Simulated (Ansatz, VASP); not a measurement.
## La in VASP and in Ansatz

```
La
1.0
     3.75000    0.00000    0.00000
    -1.87500    3.24760    0.00000
     0.00000    0.00000    5.94860
La
2
Cartesian
  0.0000 2.1651 1.4871
  1.8750 1.0825 4.4615
```

Change from the starting cell: zz strain of -2 %.

Alike in both runs: task single point; functional LDA; k mesh 11 × 11 × 6; occupations fermi-dirac, width 0.05 eV; no spin polarisation.

|  | VASP | Ansatz |
| --- | --- | --- |
| version | VASP 6.6.1 | Ansatz 0.2.0 |
| potentials or method | VASP PAW LDA potentials, release 64 (La), cutoff 520 eV | all-electron LAPW, scalar-relativistic |

```tsv
	VASP	Ansatz	Ansatz less VASP
pressure (GPa)	-2.6	-2.5	+0.10
traceless stress, the component that is largest in VASP (GPa)	0.27	0.28	+0.010
```

LDA's correlation is that of Perdew and Zunger in VASP and of Perdew and Wang (1992) in Ansatz. Ansatz ran all-electron here, and VASP with PAW potentials.

Spin-orbit coupling is off throughout.
